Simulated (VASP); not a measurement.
Here is a VASP 6.6.1 calculation.

INCAR

```
  ALGO = Normal
  EDIFF = 1E-7
  ENCUT = 520
  GGA = PE
  GGA_COMPAT = F
  ISIF = 2
  ISMEAR = 0
  LASPH = T
  LCHARG = F
  LMAXMIX = 4
  LNONCOLLINEAR = T
  LORBIT = 11
  LORBMOM = T
  LREAL = F
  LSORBIT = T
  LWAVE = F
  MAGMOM = 0 0 0 0 0 0 0 0 0 0 0 0 0 0 0
  NBANDS = 53
  NELM = 150
  PREC = Accurate
  SIGMA = 0.05
```

KPOINTS

```
k-points
0
Gamma
  8 8 8
```

Contents of POSCAR:

```
KTaO3
1.0
    4.0244030898      0.0000000000      0.0000000000
    0.0000000000      4.0244030898      0.0000000000
    0.0000000000      0.0000000000      4.0244030898
K Ta O
1 1 3
Direct
    0.0000000000      0.0000000000      0.0000000000
    0.5000000000      0.5000000000      0.5000000000
    0.0000000000      0.5000000000      0.5000000000
    0.5000000000      0.5000000000      0.0000000000
    0.5000000000      0.0000000000      0.5000000000
```

Potentials or basis: VASP PAW PBE potentials, release 64 (K_sv, Ta_pv, O).

The run is started by

```bash
$ cat potpaw_PBE.64/K_sv/POTCAR potpaw_PBE.64/Ta_pv/POTCAR potpaw_PBE.64/O/POTCAR > POTCAR
$ mpirun -np 1 vasp_ncl > vasp.out
```

**Question.** What does it give for the pressure?

**Answer.** 0.8 GPa.

**Question.** Predict the net moment.

**Answer.** 0.00 μB per cell.

Moments on the atoms (μB; x, y, z):
```
K   0.00 0.00 0.00
Ta  0.00 0.00 0.00
O   0.00 0.00 0.00
O   0.00 0.00 0.00
O   0.00 0.00 0.00
```
